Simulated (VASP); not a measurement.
Input of a VASP 6.6.1 run:

Contents of INCAR:

```
SYSTEM = TlSi2
PREC     = Accurate       ! precision mode
ENCUT    = 520            ! plane-wave cutoff, eV
EDIFF    = 1E-7           ! SCF threshold, eV
ISMEAR   = 0              ! smearing method
SIGMA    = 0.1            ! smearing width, eV
LREAL    = .FALSE.        ! projectors in reciprocal space
LASPH    = .TRUE.         ! aspherical terms in the spheres
NELM     = 60             ! most SCF steps
ALGO     = Normal         ! electronic algorithm
ISIF     = 2              ! what is computed and relaxed
LWAVE    = .FALSE.        ! write WAVECAR
LCHARG   = .FALSE.        ! write CHGCAR
GGA      = PE             ! functional
NBANDS   = 18             ! bands
```

Contents of KPOINTS:

```
regular mesh
0
G
  12 12 12
  0 0 0
```

File POSCAR:

```
TlSi2
1.0
    0.0000000000      3.3371433366      3.3371433366
    3.3371433366      0.0000000000      3.3371433366
    3.3371433366      3.3371433366      0.0000000000
Tl Si
1 2
Direct
    0.0000000000      0.0000000000      0.0000000000
    0.2500000000      0.2500000000      0.2500000000
    0.7500000000      0.7500000000      0.7500000000
```

Potentials or basis: VASP PAW PBE potentials, release 64 (Tl_d, Si).

Command:

```bash
$ cat potpaw_PBE.64/Tl_d/POTCAR potpaw_PBE.64/Si/POTCAR > POTCAR
$ mpirun -np 1 vasp_std > vasp.out
```

(1) Predict the band gap on the k mesh.

(2) What does it give for the pressure?

Answers

(1) zero (an odd number of electrons rules out a gap without spin polarisation).

(2) -0.1 GPa.

Caveat: spin-orbit coupling is left out, which moves the levels of the heavy elements; an odd number of electrons without spin polarisation forces a metal; a magnetic or distorted state may lie lower.
